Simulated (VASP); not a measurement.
# B (P6/mmm) in VASP: further runs

The runs below take B through single point, with PBE.

Everything below comes from runs of VASP 6.6.1. Logs are shortened: lines on timing, memory, paths and dates and some standing lists are left out, and cuts for length are marked.

## 1. The cell of the first run

Symmetry: P6/mmm, No. 191, hexagonal system. The conventional cell has a = 2.148 Å, b = 2.148 Å, c = 2.664 Å, α = 90.00°, β = 90.00°, γ = 120.00°. B (site symmetry -6m2) has 3 B at 1.24 Å within 1.7 Å.

The cell was generated, and may not be a known phase.

## 2. Single point, PBE

INCAR reads:

```
SYSTEM = B
ALGO = Normal
EDIFF = 1E-6
ENCUT = 520
GGA = PE
ISIF = 2
ISMEAR = 0
LASPH = .True.
LCHARG = .False.
LREAL = .False.
LWAVE = .False.
NBANDS = 10
NELM = 60
PREC = Accurate
SIGMA = 0.1
```

KPOINTS reads:

```
k-points
0
Gamma
  12 12 6
  0 0 0
```

POSCAR reads:

```
B
1.0
    2.1480689700      0.0000000000      0.0000000000
   -1.0740344900      1.8602823000      0.0000000000
    0.0000000000      0.0000000000      2.6644907300
B
2
Direct
    0.3333333300      0.6666666700      0.0000000000
    0.6666666700      0.3333333300      0.0000000000
```

Potentials or basis: VASP PAW PBE potentials, release 64 (B).

On the command line:

```console
> cat potpaw_PBE.64/B/POTCAR > POTCAR
> mpirun -np 1 vasp_std > vasp.out
```

OUTCAR:

```text
SYSTEM = B
   EDIFF = 1E-6
   ENCUT = 520
   GGA = PE
   ISIF = 2
   ISMEAR = 0
   LASPH = .True.
   LREAL = .False.
   NELM = 60
   PREC = Accurate

 ion  position               nearest neighbor table
   1  0.333  0.667  0.000-   2 1.24   2 1.24   2 1.24
   2  0.667  0.333  0.000-   1 1.24   1 1.24   1 1.24

  LATTYP: Found a hexagonal cell.
 ALAT       =     2.1480689700
 C/A-ratio  =     1.2404120944

  Lattice vectors:

 A1 = (   2.1480689700,   0.0000000000,   0.0000000000)
 A2 = (  -1.0740344900,   1.8602823000,   0.0000000000)
 A3 = (   0.0000000000,   0.0000000000,   2.6644907300)

Analysis of symmetry for initial positions (statically):
=====================================================================
 Subroutine PRICEL returns:
 Original cell was already a primitive cell.

 Routine SETGRP: Setting up the symmetry group for a
 hexagonal supercell.

 Subroutine GETGRP returns: Found 24 space group operations
 (whereof 24 operations were pure point group operations)
 out of a pool of 24 trial point group operations.

The static configuration has the point symmetry D_6h.

Analysis of symmetry for dynamics (positions and initial velocities):
=====================================================================
 Subroutine PRICEL returns:
 Original cell was already a primitive cell.

 Routine SETGRP: Setting up the symmetry group for a
 hexagonal supercell.

 Subroutine GETGRP returns: Found 24 space group operations
 (whereof 24 operations were pure point group operations)
 out of a pool of 24 trial point group operations.

The dynamic configuration has the point symmetry D_6h.

 Subroutine INISYM returns: Found 24 space group operations
 (whereof 24 operations are pure point group operations),
 and found     1 'primitive' translations

----------------------------------------------------------------------------------------

                                     Primitive cell

  volume of cell :      10.6473

  direct lattice vectors                    reciprocal lattice vectors
     2.148068970  0.000000000  0.000000000     0.465534400  0.268776412  0.000000000
    -1.074034490  1.860282300  0.000000000     0.000000000  0.537552822  0.000000000
     0.000000000  0.000000000  2.664490730     0.000000000  0.000000000  0.375306241

  length of vectors
     2.148068970  2.148068975  2.664490730     0.537552823  0.537552822  0.375306241

  position of ions in fractional coordinates (direct lattice)
     0.333333330  0.666666670  0.000000000
     0.666666670  0.333333330  0.000000000

  ion indices of the primitive-cell ions
   primitive index   ion index
                 1           1
                 2           2

----------------------------------------------------------------------------------------

 KPOINTS: k-points

Automatic generation of k-mesh.
 Grid dimensions read from file:
 generate k-points for:   12   12    6

 Generating k-lattice:

  Cartesian coordinates                     Fractional coordinates (reciprocal lattice)
     0.038794533  0.022398034  0.000000000     0.083333333  0.000000000  0.000000000
     0.000000000  0.044796068  0.000000000     0.000000000  0.083333333  0.000000000
     0.000000000  0.000000000  0.062551040     0.000000000  0.000000000  0.166666667

  Length of vectors
     0.044796069  0.044796068  0.062551040

  Shift w.r.t. Gamma in fractional coordinates (k-lattice)
     0.000000000  0.000000000  0.000000000

 Subroutine IBZKPT returns following result:
 ===========================================

 Found     76 irreducible k-points:

 Following reciprocal coordinates:
            Coordinates               Weight
  0.000000  0.000000  0.000000      1.000000
  0.083333  0.000000  0.000000      6.000000
  0.166667  0.000000  0.000000      6.000000
  0.250000  0.000000  0.000000      6.000000
  0.333333  0.000000  0.000000      6.000000
  0.416667  0.000000  0.000000      6.000000
[... 16 lines left out ...]
  0.250000  0.000000  0.166667     12.000000
  0.333333  0.000000  0.166667     12.000000
 [... further k-points ...]
   k-points           NKPTS =     76   k-points in BZ     NKDIM =     76   number of bands    NBANDS=     10
   number of dos      NEDOS =    301   number of ions     NIONS =      2
   total plane-waves  NPLWV =   5120
   dimension x,y,z NGX =    16 NGY =   16 NGZ =   20
   dimension x,y,z NGXF=    32 NGYF=   32 NGZF=   40
   ions per type =               2
   NGX,Y,Z   is equivalent  to a cutoff of  12.38, 12.38, 12.48 a.u.
   NGXF,Y,Z  is equivalent  to a cutoff of  24.77, 24.77, 24.96 a.u.
 SYSTEM =  B
   PREC   = accura    normal or accurate (medium, high low for compatibility)
   ISTART =      0    job   : 0-new  1-cont  2-samecut
   ICHARG =      2    charge: 1-file 2-atom 10-const
   ISPIN  =      1    spin polarized calculation?
   LNONCOLLINEAR =      F non collinear calculations
   LSORBIT =      F    spin-orbit coupling
   LASPH  =      T    aspherical Exc in radial PAW
   ENCUT  =  520.0 eV  38.22 Ry    6.18 a.u.   3.99  3.99  4.95*2*pi/ulx,y,z
   NELM   =     60;   NELMIN=  2; NELMDL= -5     # of ELM steps
   EDIFF  = 0.1E-05   stopping-criterion for ELM
   LREAL  =      F    real-space projection
   EDIFFG = 0.1E-04   stopping-criterion for IOM
   NSW    =      0    number of steps for IOM
   IBRION =     -1    ionic relax: 0-MD 1-quasi-New 2-CG
   NFREE  =      0    steps in history (QN), initial steepest desc. (CG)
   ISIF   =      2    stress and relaxation
   ISYM   =      2    0-nonsym 1-usesym 2-fastsym
   POTIM  = 0.5000    time-step for ionic-motion
   TEBEG  =    0.0;   TEEND  =   0.0 temperature during run
   PSTRESS=    0.0 pullay stress
   NELECT =       6.0000    total number of electrons
   NUPDOWN=      -1.0000    fix difference up-down
   EMIN   =  10.00;   EMAX   =-10.00  energy-range for DOS
   EFERMI =   0.00;   METHOD = LEGACY
   ISMEAR =     0;   SIGMA  =   0.10  broadening in eV -4-tet -1-fermi 0-gaus
   EFERMI_NEDOS =   21; number of points for ismear=-14 and -15
   IALGO  =     38    algorithm
   IMIX   =      4    mixing-type and parameters
     AMIX     =   0.40;   BMIX     =  1.00
     AMIX_MAG =   1.60;   BMIX_MAG =  1.00
  volume/ion in A,a.u.               =       5.32        35.93
  Fermi-wavevector in a.u.,A,eV,Ry     =   1.352212  2.555310 24.877948  1.828478
  Thomas-Fermi vector in A             =   2.479570
   LORBIT       =      0    0 simple, 1 ext, 2 COOP (PROOUT), +10 PAW based schemes
   GGA     = PE    functional components
   LHFCALC =     F    Hartree Fock is set to
   AEXX    =    0.0000 exact exchange contribution
   IVDW    =     0    specifies the selected vdW correction
   LEPSILON=     F    determine dielectric tensor
   LRPA    =     F    only Hartree local field effects (RPA)
 non-spin polarized calculation
 Gauss-broadening in eV      SIGMA  =   0.10
  energy-cutoff  :      520.00
  volume of cell :       10.65
 maximum number of plane-waves:       296
 NGX is ok and might be reduce to    16
   NGX =  7   NGY =  7   NGZ =  9

 number of electron       6.0000000 magnetization

 Free energy of the ion-electron system (eV)
  ---------------------------------------------------
  ext. energy  EPLUGINS =         0.00000000
  ---------------------------------------------------
  free energy    TOTEN  =        -0.38114161 eV

  energy without entropy =       -0.37779680  energy(sigma->0) =       -0.37946921

 E-fermi :   6.6783     XC(G=0): -12.5160

 val. band max:        6.6546525271   @ k =   0.4167   0.0833   0.3333
 cond. band min:       6.7106976092   @ k =   0.1667   0.1667   0.0000
 fundamental gap:      0.0560450821
 Fermi energy:         6.6783413634

 k-point     1 :       0.0000    0.0000    0.0000
  band No.  band energies     occupation
      1      -9.1788      2.00000
      2       3.4761      2.00000
      3      11.5789      0.00000
      4      11.5789      0.00000
      5      15.6800      0.00000
      6      23.5426      0.00000
      7      23.5426      0.00000
      8      33.8091      0.00000
      9      38.5939      0.00000
     10      38.8173      0.00000

 k-point     2 :       0.0833    0.0000    0.0000
  band No.  band energies     occupation
      1      -8.9823      2.00000
      2       3.7509      2.00000
      3      10.6929      0.00000
      4      10.9006      0.00000
      5      15.7917      0.00000
      6      24.0431      0.00000
      7      24.7756      0.00000
      8      32.5008      0.00000
      9      37.8882      0.00000
     10      39.5118      0.00000

 k-point     3 :       0.1667    0.0000    0.0000
  band No.  band energies     occupation
      1      -8.3986      2.00000
      2       4.5697      2.00000
      3       8.4973      0.00000
      4       9.4484      0.00000
      5      16.3459      0.00000
      6      24.8757      0.00000
      7      27.8808      0.00000
      8      29.3705      0.00000
      9      35.7800      0.00000
     10      41.4560      0.00000

 k-point     4 :       0.2500    0.0000    0.0000
  band No.  band energies     occupation
      1      -7.4467      2.00000
      2       5.8135      2.00000
      3       5.9135      2.00000
      4       7.9647      0.00000
      5      17.4139      0.00000
      6      25.3572      0.00000
      7      25.5228      0.00000
      8      32.0665      0.00000
      9      32.7348      0.00000
     10      40.0568      0.00000
[... 222 lines left out ...]
 k-point    22 :       0.1667    0.0000    0.1667
  band No.  band energies     occupation
      1      -8.0140      2.00000
      2       2.7243      2.00000
      3       8.6768      0.00000
      4       9.5313      0.00000
      5      18.9931      0.00000
      6      25.1505      0.00000
      7      27.7932      0.00000
      8      28.0202      0.00000
      9      37.5743      0.00000
     10      39.5857      0.00000

 k-point    23 :       0.2500    0.0000    0.1667
  band No.  band energies     occupation
      1      -7.0775      2.00000
      2       3.9429      2.00000
      3       6.1734      2.00000
      4       8.0534      0.00000
      5      19.9509      0.00000
      6      23.7523      0.00000
      7      25.7065      0.00000
      8      32.1910      0.00000
      9      34.8415      0.00000
     10      38.3057      0.00000

 k-point    24 :       0.3333    0.0000    0.1667
  band No.  band energies     occupation
      1      -5.8270      2.00000
      2       3.2690      2.00000
      3       6.0574      2.00000
      4       6.8799      0.00436
      5      19.2301      0.00000
      6      21.9354      0.00000
      7      25.8490      0.00000
      8      31.9430      0.00000
      9      36.4966      0.00000
     10      37.0155      0.00000

 [... further k-points ...]

------------------------ aborting loop because EDIFF is reached ----------------------------------------

  FORCE on cell =-STRESS in cart. coord.  units (eV):
  Direction    XX          YY          ZZ          XY          YZ          ZX
  --------------------------------------------------------------------------------------
  -------------------------------------------------------------------------------------
  Total       40.6971750     40.6971751      0.7970949     -0.0000001      0.0000000      0.0000000
  in kB     6123.9770805   6123.9770996    119.9442223     -0.0000165      0.0000000      0.0000000
  external PRESSURE =    4122.6328008 kB  Pullay stress =       0.0000000 kB

 VOLUME and BASIS-vectors are now :
 -----------------------------------------------------------------------------
  energy-cutoff  :      520.00
  volume of cell :       10.65
      direct lattice vectors                 reciprocal lattice vectors
     2.148068970  0.000000000  0.000000000     0.465534400  0.268776412  0.000000000
    -1.074034490  1.860282300  0.000000000     0.000000000  0.537552822  0.000000000
     0.000000000  0.000000000  2.664490730     0.000000000  0.000000000  0.375306241

 POSITION                                       TOTAL-FORCE (eV/Angst)
 -----------------------------------------------------------------------------------
     -0.00000      1.24019      0.00000         0.000000     -0.000000      0.000000
      1.07403      0.62009      0.00000        -0.000000      0.000000      0.000000
 -----------------------------------------------------------------------------------
    total drift:                                0.000000     -0.000000      0.000000

  FREE ENERGIE OF THE ION-ELECTRON SYSTEM (eV)
  ---------------------------------------------------
  free  energy   TOTEN  =        -0.3811416084 eV

  energy  without entropy=       -0.3777968025  energy(sigma->0) =       -0.37946921
```

It took 5.5 s on 1 thread of Intel Xeon Platinum 8375C at 2.90GHz (Ice Lake), shared host; peak memory 0.11 GiB.

What came out:

```
Free energy            : -0.3811 eV
Pressure               : 412.3 GPa
Band gap on the k mesh : zero (bands 3 and 4 overlap by 7.38 eV)
```

Stress tensor (GPa, compression positive):
```
612.40   0.00   0.00
  0.00 612.40   0.00
  0.00   0.00  11.99
```

Levels at points of the mesh, in eV from the Fermi level:
```csv
k point,band 1,band 2,band 3,band 4,band 5,band 6,band 7
"(0.00, 0.00, 0.00)",-15.86,-3.20,4.90,4.90,9.00,16.86,16.86
"(0.50, 0.00, 0.00)",-10.42,-7.14,-0.88,4.46,9.74,15.73,17.64
"(0.00, 0.00, 0.50)",-13.43,-9.72,5.19,5.19,17.52,17.52,21.64
"(0.50, 0.00, 0.50)",-9.31,-5.10,-1.11,-0.49,2.89,20.81,21.24
```

Caveat: the k points lie up to 0.39 Å⁻¹ apart, too coarse for converged energies and pressures of a metal.

## 3. Single point, PBE

This run uses another cell than the first one, of 7.52 Å³/atom.

INCAR reads:

```
PREC = Accurate
ENCUT = 520
EDIFF = 1E-6
ISMEAR = 0
SIGMA = 0.1
LREAL = F
LASPH = T
NELM = 80
ALGO = Normal
ISIF = 2
LWAVE = F
LCHARG = T
GGA = PE
LELF = T
LVHAR = T
NBANDS = 10
```

KPOINTS reads:

```
regular mesh
0
Gamma
  12 12 6
```

POSCAR reads:

```
B
1.0
    3.0246345460      0.0000000041      0.0000000000
   -1.5123172765      2.6194103520      0.0000000000
    0.0000000000      0.0000000000      1.8973343804
B
2
Direct
    0.3333333333      0.6666666667      0.0000000000
    0.6666666667      0.3333333333      0.0000000000
```

Potentials or basis: VASP PAW PBE potentials, release 64 (B).

On the command line:

```console
> cat potpaw_PBE.64/B/POTCAR > POTCAR
> mpirun -np 1 vasp_std > vasp.out
```

It took 8.6 s on 1 thread of Intel Xeon Platinum 8375C at 2.90GHz (Ice Lake), shared host; peak memory 0.12 GiB.

It converged, with:

```yaml
Free_energy: -11.8972 eV
Pressure: 0.0 GPa
Band_gap_on_the_k_mesh: zero (bands 3 and 4 overlap by 5.20 eV)
```

Stress tensor (GPa, compression positive):
```
 0.09  0.00  0.00
 0.00  0.09  0.00
 0.00  0.00 -0.04
```

Levels at points of the mesh, in eV from the Fermi level:
```
           k point  band 1  band 2  band 3  band 4  band 5  band 6
(0.00, 0.00, 0.00)  -14.90   -1.91   -1.91    5.22    5.27    5.27
(0.50, 0.00, 0.00)  -11.31   -9.98   -4.37    3.00   14.20   14.56
(0.00, 0.00, 0.50)   -7.85   -5.31    3.20    3.20    4.12   11.27
(0.50, 0.00, 0.50)   -4.75   -2.28   -2.18   -1.76    1.13   11.92
```

Caveat: the k points lie up to 0.55 Å⁻¹ apart, too coarse for converged energies and pressures of a metal.

The gap in the log of VASP goes by the Fermi energy; the results here count the filled bands.